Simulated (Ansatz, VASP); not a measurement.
**Two plane-wave programs on Bi**

File POSCAR:

```
Bi
1.0
   -1.9636593611      1.9636593611      1.9636593611
    1.9636593611     -1.9636593611      1.9636593611
    1.9636593611      1.9636593611     -1.9636593611
Bi
1
Direct
    0.0000000000      0.0000000000      0.0000000000
```

File INCAR.step1:

```
SYSTEM = Bi
  ALGO = Normal
  EDIFF = 1E-4
  ENCUT = 520
  GGA = PE
  ISMEAR = 0
  LASPH = .TRUE.
  LCHARG = .FALSE.
  LREAL = .FALSE.
  LWAVE = .TRUE.
  NBANDS = 14
  NELM = 80
  PREC = Accurate
  SIGMA = 0.05
```

The input INCAR.step2:

```
SYSTEM = Bi
  ALGO = Normal
  EDIFF = 1E-6
  ENCUT = 520
  ISIF = 2
  ISMEAR = 0
  ISTART = 1
  LASPH = .TRUE.
  LCHARG = .FALSE.
  LMIXTAU = .TRUE.
  LREAL = .FALSE.
  LWAVE = .FALSE.
  METAGGA = R2SCAN
  NBANDS = 14
  NELM = 80
  PREC = Accurate
  SIGMA = 0.05
```

KPOINTS

```
k-points
0
G
  8 8 8
  0 0 0
```

Input for Ansatz:

```yaml
crystal:
  lattice:
    - [-1.9636593610616675, 1.9636593610616675, 1.9636593610616675]
    - [1.9636593610616675, -1.9636593610616675, 1.9636593610616675]
    - [1.9636593610616675, 1.9636593610616675, -1.9636593610616675]
  atoms:
    - { symbol: Bi, position: [0.0, 0.0, 0.0] }
basis:
  ecutwfc: 650.0
kpoints:
  mp_grid:
    grid: [8, 8, 8]
hamiltonian:
  xc: r2scan
  pseudopotentials:
    kind: paw
scf:
  occupations:
    method: gaussian
    width: 0.05
output:
  stress: true
```

Alike in both runs: task single point; functional r2SCAN; k mesh 8 × 8 × 8; occupations gaussian, width 0.05 eV; no spin polarisation.

|  | VASP | Ansatz |
| --- | --- | --- |
| version | VASP 6.6.1 | Ansatz 0.2.0 |
| potentials or method | VASP PAW PBE potentials, release 64 (Bi_d), cutoff 520 eV | plane waves, PAW |
| valence electrons in the cell | 15 | 15 |

VASP gave:

- pressure (GPa): 1.4

Q: What did Ansatz give for the same quantities?

A: Pressure (GPa): 1.5.

VASP's potentials were made for PBE, not for r2SCAN.

Spin-orbit coupling is off throughout.
